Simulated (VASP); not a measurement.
Wanted: the native input for a VASP 6.6.1 run.

```yaml
Task: single point
Functional: PBEsol
Potentials_or_basis: VASP PAW PBE potentials, release 64 (Pb_d, Se)
Cutoff: 500 eV
k_mesh: 4 × 6 × 4
Occupations: fermi-dirac, width 0.05 eV
Spin: no spin polarisation
Dipole_correction: no
Further_INCAR_settings: ALGO = Normal; EDIFF = 1e-06; NBANDS = 50
```

The structure of PbSe lies in POSCAR:

```
PbSe
1.0
    4.1422264845      4.7769892328      9.5820295283
   -2.0646876935      2.3854407242      4.7919159253
    0.0027719928     -2.1252755561      7.6861180755
Pb Se
4 4
Direct
    0.4999921357      0.9937495115      0.6058699730
    0.4999978615      0.9937499259      1.1058536033
    0.9999900630      0.9937626930      0.6058656347
    0.9999927523      0.9937918518      1.1058461473
    0.1666421514      0.3268488997      0.0624047407
    0.1666370372      0.3268516202      0.5624040519
    0.6666442140      0.3268318022      0.0623990912
    0.6666422622      0.3268450266      0.5623919281
```

One way to write it, as run:

INCAR

```
PREC = Accurate
ENCUT = 500
EDIFF = 1E-6
ISMEAR = -1
SIGMA = 0.05
LREAL = False
LASPH = True
NELM = 120
ALGO = Normal
ISIF = 2
LWAVE = False
LCHARG = False
GGA = PS
NBANDS = 50
GGA_COMPAT = False
```

KPOINTS

```
Automatic mesh
0
Gamma
  4 6 4
```

Potentials or basis: VASP PAW PBE potentials, release 64 (Pb_d, Se).

Run with:

```sh
$ cat potpaw_PBE.64/Pb_d/POTCAR potpaw_PBE.64/Se/POTCAR > POTCAR
$ mpirun -np 1 vasp_std > vasp.out
```

Results of the run:

```json
{
 "Pressure": "0.0 GPa",
 "Largest force": "0.007 eV/Å",
 "Band gap on the k mesh": "zero (bands 40 and 41 overlap by 0.13 eV)"
}
```

Caveat: semilocal functionals underestimate gaps, so a narrow gap can read as zero; the PAW data sets were made with another functional, which shifts forces and pressure a little; spin-orbit coupling is left out, which moves the levels of the heavy elements.

It took 25 min on 1 thread of Intel Xeon 8259CL, with other jobs on the host, peak memory 0.76 GiB.
